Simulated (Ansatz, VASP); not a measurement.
One calculation of Sn2Ir, two programs

The input INCAR:

```
SYSTEM = Sn2Ir
ALGO = Normal ; EDIFF = 1E-7
ENCUT = 520 ; ISIF = 2
ISMEAR = -1 ; LASPH = .TRUE.
LCHARG = .FALSE. ; LREAL = .FALSE.
LWAVE = .FALSE. ; NBANDS = 46
NELM = 80 ; PREC = Accurate
SIGMA = 0.08
```

KPOINTS

```
k-points
0
G
  9 9 1
  0 0 0
```

The input POSCAR:

```
Sn2Ir
1.0
    4.4575016955      0.0000000000      0.0000000000
   -2.2287508478      3.8603097057      0.0000000000
    0.0000000000      0.0000000000     21.4593000000
Sn Ir
4 2
Direct
    0.0000000000      0.0000000000      0.3747709475
    0.6666666667      0.3333333333      0.4573669373
    0.3333333333      0.6666666667      0.5426330628
    0.0000000000      0.0000000000      0.6252290526
    0.3333333333      0.6666666667      0.4176708308
    0.6666666667      0.3333333333      0.5823291690
```

Input for Ansatz:

```yaml
crystal:
  lattice:
    - [4.4575016955, 0.0, 0.0]
    - [-2.2287508478, 3.8603097057, 0.0]
    - [0.0, 0.0, 21.4593]
  atoms:
    - { symbol: Sn, position: [0.0, 0.0, 0.3747709475] }
    - { symbol: Ir, position: [0.3333333333, 0.6666666667, 0.4176708308] }
    - { symbol: Sn, position: [0.6666666667, 0.3333333333, 0.4573669373] }
    - { symbol: Sn, position: [0.3333333333, 0.6666666667, 0.5426330628] }
    - { symbol: Ir, position: [0.6666666667, 0.3333333333, 0.582329169] }
    - { symbol: Sn, position: [0.0, 0.0, 0.6252290526] }
kpoints:
  mp_grid: { grid: [9, 9, 1] }
scf:
  occupations: { method: fermi_dirac, width: 0.08 }
hamiltonian:
  xc: lda
  pseudopotentials: { kind: paw }
output:
  forces: true
  stress: true
  eigenvalues: true
  core_levels:
    shells: { Sn: ["3d"] }
    counted_from: fermi_level
    add_spin: false
```

Alike in both runs: task single point; functional LDA; k mesh 9 × 9 × 1; occupations fermi-dirac, width 0.08 eV; no spin polarisation.

```csv
,VASP,Ansatz
version,VASP 6.6.1,Ansatz 0.2.0
potentials or method,"VASP PAW LDA potentials, release 64 (Sn_d, Ir)","PAW with Ansatz's default frozen-core files, scalar-relativistic"
plane-wave cutoff (eV),520,420
valence electrons in the cell,74,90
```

|  | VASP | Ansatz | Ansatz less VASP |
| --- | --- | --- | --- |
| rms of the force components (eV/Å) | 0.013 | 0.000 | -0.0124 |

LDA's correlation is that of Perdew and Zunger in VASP and of Perdew and Wang (1992) in Ansatz. VASP's potentials hold 74 valence electrons a cell and Ansatz's 90, so a difference there can come from the potentials and not from the codes.

Neither program's run includes spin-orbit coupling.
